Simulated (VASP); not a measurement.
**Sb: single point with LDA**

Crystal: Sb.

```
Sb
1.0
     2.14560    1.23876    3.65874
    -2.14560    1.23876    3.65874
     0.00000   -2.47753    3.65874
Sb
2
Direct
  0.23594 0.23594 0.23594
  0.76406 0.76406 0.76406
```

```json
{
  "Program": "VASP 6.6.1",
  "Task": "single point",
  "Functional": "LDA",
  "Potentials or basis": "VASP PAW LDA potentials, release 64 (Sb)",
  "Cutoff": "520 eV",
  "k mesh": "9 × 9 × 9",
  "Occupations": "methfessel-paxton, width 1 eV",
  "Spin": "no spin polarisation",
  "Dipole correction": "no",
  "Further INCAR settings": "ALGO = Normal; EDIFF = 1e-06; NBANDS = 12"
}
```

| Property | Result |
| --- | --- |
| Pressure | 0.0 GPa |
| Largest force | 0.145 eV/Å |

Forces in eV/Å, atoms in the order of the input:
```
Sb   0.000  0.000  0.145
Sb   0.000  0.000 -0.145
```

Stress tensor (GPa, compression positive):
```
-0.02  0.00  0.00
 0.00 -0.02  0.00
 0.00  0.00  0.12
```

Levels at points of the mesh, in eV from the Fermi level:
```tsv
k point	band 2	band 3	band 4	band 5	band 6	band 7	band 8	band 9
(0.00, 0.00, 0.00)	-4.55	-1.89	-1.73	-1.73	2.45	2.95	2.95	5.06
```

It took 39 s on 1 thread of AMD EPYC 7R43 64-Core Processor (Zen 3) (shared host), peak memory 0.16 GiB.

Caveat: spin-orbit coupling is left out, which moves the levels of the heavy elements.
